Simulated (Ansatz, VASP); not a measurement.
Fe in VASP and in Ansatz

```xyz
1
Lattice="-1.4250 1.4250 1.4250 1.4250 -1.4250 1.4250 1.4250 1.4250 -1.4250" Properties=species:S:1:pos:R:3 pbc="T T T"
Fe    0.0000    0.0000    0.0000
```

Alike in both runs: task single point; functional PBE; k mesh 22 × 22 × 22; occupations gaussian, width 0.05 eV; collinear spin.

```csv
,VASP,Ansatz
version,VASP 6.6.1,Ansatz 0.2.0
potentials or method,"VASP PAW PBE potentials, release 64 (Fe), cutoff 520 eV","scalar-relativistic, plane waves, PAW"
valence electrons in the cell,8,16
```

```csv
,VASP,Ansatz,Ansatz less VASP
gap on the k mesh at the Fermi level (eV),none,none,-
pressure (GPa),-3.8,-3.9,-0.02
net moment per atom (μB),2.21,2.19,-0.023
size of the moment on the site where the two differ most (μB),2.21,2.24,+0.026
```

Site moments also hang on the region over which each program counts them. A gap of «none» marks a metal or a gap that the smearing closes. VASP's potentials hold 8 valence electrons a cell and Ansatz's 16, so a difference there can come from the potentials and not from the codes.
